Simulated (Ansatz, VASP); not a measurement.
One calculation of BiTe, two programs

Contents of INCAR:

```
ALGO = Fast
EDIFF = 1E-6
ENCUT = 520
GGA = PS
ISIF = 2
ISMEAR = 0
LASPH = True
LCHARG = False
LREAL = False
LWAVE = False
NBANDS = 52
NELM = 100
PREC = Accurate
SIGMA = 0.15
```

Contents of KPOINTS:

```
k-points
0
Gamma
  6 6 6
```

POSCAR

```
BiTe
1.0
   -4.9571144793     -2.9395362715      3.4078401891
    4.7766547235     -2.8411555680      3.2272162639
   -0.0050296894      5.5502831067      3.1232224818
Bi Te
4 4
Direct
    0.5318100222      0.5144325427      0.5102244534
   -0.0324411266      0.0287633974      0.5296093420
    0.0251361107      0.5193581037      0.0177629323
    0.4160782647     -0.0518094899      0.0162051562
    0.0729431973      0.0018176193     -0.0373955421
    0.4634251907      0.4988173110     -0.0719868311
    0.5294222919      0.0068379449      0.5197039998
   -0.0063739508      0.4817825710      0.5158764895
```

Input for Ansatz:

```yaml
crystal:
  lattice:
    - [-4.9571144793, -2.9395362715, 3.4078401891]
    - [4.7766547235, -2.841155568, 3.2272162639]
    - [-0.0050296894, 5.5502831067, 3.1232224818]
  atoms:
    - { symbol: Bi, position: [0.5318100222, 0.5144325427, 0.5102244534] }
    - { symbol: Bi, position: [-0.0324411266, 0.0287633974, 0.529609342] }
    - { symbol: Bi, position: [0.0251361107, 0.5193581037, 0.0177629323] }
    - { symbol: Bi, position: [0.4160782647, -0.0518094899, 0.0162051562] }
    - { symbol: Te, position: [0.0729431973, 0.0018176193, -0.0373955421] }
    - { symbol: Te, position: [0.4634251907, 0.498817311, -0.0719868311] }
    - { symbol: Te, position: [0.5294222919, 0.0068379449, 0.5197039998] }
    - { symbol: Te, position: [-0.0063739508, 0.481782571, 0.5158764895] }
basis:
  ecutwfc: 420
kpoints:
  mp_grid: { grid: [6, 6, 6] }
hamiltonian:
  xc: pbesol
scf:
  occupations: { method: gaussian, width: 0.15 }
output:
  forces: true
  stress: true
  eigenvalues: true
```

Change from the starting cell: all atoms moved at random (sigma 0.22 Å a component), cell strained at random (sigma 0.03).

Alike in both runs: task single point; functional PBEsol; k mesh 6 × 6 × 6; occupations gaussian, width 0.15 eV; no spin polarisation.

|  | VASP | Ansatz |
| --- | --- | --- |
| version | VASP 6.6.1 | Ansatz 0.2.0 |
| potentials or method | VASP PAW PBE potentials, release 64 (Bi_d, Te), cutoff 520 eV | scalar-relativistic, plane waves, PAW |
| valence electrons in the cell | 84 | 124 |

VASP gave:

* gap on the k mesh at the Fermi level (eV): none
* pressure (GPa): 7.4
* traceless stress, the component that is largest in VASP (GPa): -4.80
* rms of the force components (eV/Å): 2.779

Q: What did Ansatz give for the same quantities?

A: gap on the k mesh at the Fermi level (eV): none; pressure (GPa): 7.3; traceless stress, the component that is largest in VASP (GPa): -4.75; rms of the force components (eV/Å): 2.758.

VASP's potentials were made for PBE, not for PBEsol. Atom by atom the forces differ by 0.020 eV/Å (rms over components). A gap of «none» marks a metal or a gap that the smearing closes. VASP's potentials hold 84 valence electrons a cell and Ansatz's 124, so a difference there can come from the potentials and not from the codes.

Neither program's run includes spin-orbit coupling.
